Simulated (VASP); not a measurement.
Here is a VASP 6.6.1 calculation.

File INCAR:

```
SYSTEM = Ta
ALGO     = Normal         ! electronic algorithm
EDIFF    = 1E-6           ! SCF threshold, eV
ENCUT    = 500            ! plane-wave cutoff, eV
GGA      = CA             ! functional
GGA_COMPAT= .FALSE.      
ISIF     = 2              ! what is computed and relaxed
ISMEAR   = -1             ! smearing method
LASPH    = .TRUE.         ! aspherical terms in the spheres
LCHARG   = .FALSE.        ! write CHGCAR
LREAL    = .FALSE.        ! projectors in reciprocal space
LWAVE    = .FALSE.        ! write WAVECAR
NBANDS   = 12             ! bands
NELM     = 120            ! most SCF steps
PREC     = Accurate       ! precision mode
SIGMA    = 0.05           ! smearing width, eV
```

File KPOINTS:

```
k-points
0
G
  11 11 11
  0 0 0
```

POSCAR

```
Ta
1.0
   -1.6375149930      1.6375149930      1.6375149930
    1.6375149930     -1.6375149930      1.6375149930
    1.6375149930      1.6375149930     -1.6375149930
Ta
1
Direct
    0.0000000000      0.0000000000      0.0000000000
```

Potentials or basis: VASP PAW LDA potentials, release 64 (Ta_pv).

Command:

```bash
$ cat potpaw_LDA.64/Ta_pv/POTCAR > POTCAR
$ mpirun -np 1 vasp_std > vasp.out
```

(1) Predict the pressure.

## Answers

(1) -3.6 GPa.
